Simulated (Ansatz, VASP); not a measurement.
**One calculation of Cd2S, two programs**

```
Cd S
1.0
     4.10000    0.00000    0.00000
     0.00000    4.10000    0.00000
     0.00000    0.00000    8.70000
Cd S
4 2
Direct
  0.50000 0.50000 0.33500
  0.50000 0.50000 0.66500
  0.00000 0.00000 0.00000
  0.00000 0.00000 0.50000
  0.00000 0.50000 0.17000
  0.50000 0.00000 0.83000
```

Alike in both runs: task relaxation of cell and atoms; functional PBE; k mesh 4 × 4 × 2; occupations gaussian, width 0.2 eV; no spin polarisation.

|  | VASP | Ansatz |
| --- | --- | --- |
| version | VASP 6.6.1 | Ansatz 0.2.0 |
| potentials or method | VASP PAW PBE potentials, release 64 (Cd, S), cutoff 600 eV | scalar-relativistic, plane waves, PAW |
| valence electrons in the cell | 60 | 92 |

```tsv
	VASP	Ansatz	Ansatz less VASP
gap on the k mesh at the Fermi level, each at its own relaxed structure (eV)	none	none	-
relaxed volume (Å³/atom)	26.01	25.78	-0.228
relaxed length of the cell vector where the two differ most in proportion (Å)	4.173	4.142	-0.0314
```

A gap of «none» marks a metal or a gap that the smearing closes. VASP's potentials hold 60 valence electrons a cell and Ansatz's 92, so a difference there can come from the potentials and not from the codes.

The k mesh is coarse, so the values compare programs but aren't converged.
